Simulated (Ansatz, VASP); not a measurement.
One calculation of BeAl7, two programs

Contents of INCAR:

```
  PREC = Accurate
  ENCUT = 600
  EDIFF = 1E-6
  ISMEAR = 0
  SIGMA = 0.1
  LREAL = False
  LASPH = True
  NELM = 80
  ALGO = Normal
  ISIF = 3
  LWAVE = False
  LCHARG = False
  GGA = PE
  IBRION = 2
  NSW = 90
  EDIFFG = -0.04
```

The input KPOINTS:

```
regular mesh
0
Gamma
  4 4 4
```

Contents of POSCAR:

```
BeAl7
1.0
    5.3306106900      0.0000000000      0.0000000000
    0.0000000000      5.3306106900      0.0000000000
    0.0000000000      0.0000000000      5.3306106900
Be Al
1 7
Direct
    0.0000000000      0.0000000000      0.0000000000
    0.2526152100      0.2526152100      0.2526152100
    0.0000000000      0.5000000000      0.5000000000
    0.5000000000      0.5000000000      0.0000000000
    0.5000000000      0.0000000000      0.5000000000
    0.7473847900      0.2526152100      0.7473847900
    0.7473847900      0.7473847900      0.2526152100
    0.2526152100      0.7473847900      0.7473847900
```

Input for Ansatz:

```yaml
crystal:
  lattice:
    - [5.33061069, 0.0, 0.0]
    - [0.0, 5.33061069, 0.0]
    - [0.0, 0.0, 5.33061069]
  atoms:
    - { symbol: Be, position: [0.0, 0.0, 0.0] }
    - { symbol: Al, position: [0.25261521, 0.25261521, 0.25261521] }
    - { symbol: Al, position: [0.0, 0.5, 0.5] }
    - { symbol: Al, position: [0.5, 0.5, 0.0] }
    - { symbol: Al, position: [0.5, 0.0, 0.5] }
    - { symbol: Al, position: [0.74738479, 0.25261521, 0.74738479] }
    - { symbol: Al, position: [0.74738479, 0.74738479, 0.25261521] }
    - { symbol: Al, position: [0.25261521, 0.74738479, 0.74738479] }
basis:
  ecutwfc: 420
kpoints:
  mp_grid: { grid: [4, 4, 4] }
hamiltonian:
  xc: pbe
scf:
  occupations: { method: gaussian, width: 0.1 }
  lower_state_search: "off"
output:
  forces: true
  stress: true
  eigenvalues: true
relax:
  adjacent_minimum: "off"
  f_tol: 0.04
  max_steps: 70
  cell: { stress_tol: 0.4 }
```

Change from the starting cell: species swapped into the Si7Ge type (P-43m, No. 215).

Alike in both runs: task relaxation of cell and atoms; functional PBE; k mesh 4 × 4 × 4; occupations gaussian, width 0.1 eV; no spin polarisation.

|  | VASP | Ansatz |
| --- | --- | --- |
| version | VASP 6.6.1 | Ansatz 0.2.0 |
| potentials or method | VASP PAW PBE potentials, release 64 (Be, Al), cutoff 600 eV | scalar-relativistic, plane waves, PAW |
| valence electrons in the cell | 23 | 23 |

VASP gave:

* gap on the k mesh at the Fermi level, each at its own relaxed structure (eV): none
* relaxed volume (Å³/atom): 25.14
* relaxed cell length with the largest relative difference (Å): 5.859

What did Ansatz give for the same quantities?

gap on the k mesh at the Fermi level, each at its own relaxed structure (eV): none; relaxed volume (Å³/atom): 25.03; relaxed cell length with the largest relative difference (Å): 5.850.

A gap of «none» marks a metal or a gap that the smearing closes.

Noted on VASP's run: the volume moved by over 15 % at a fixed basis, so the end points are rough.
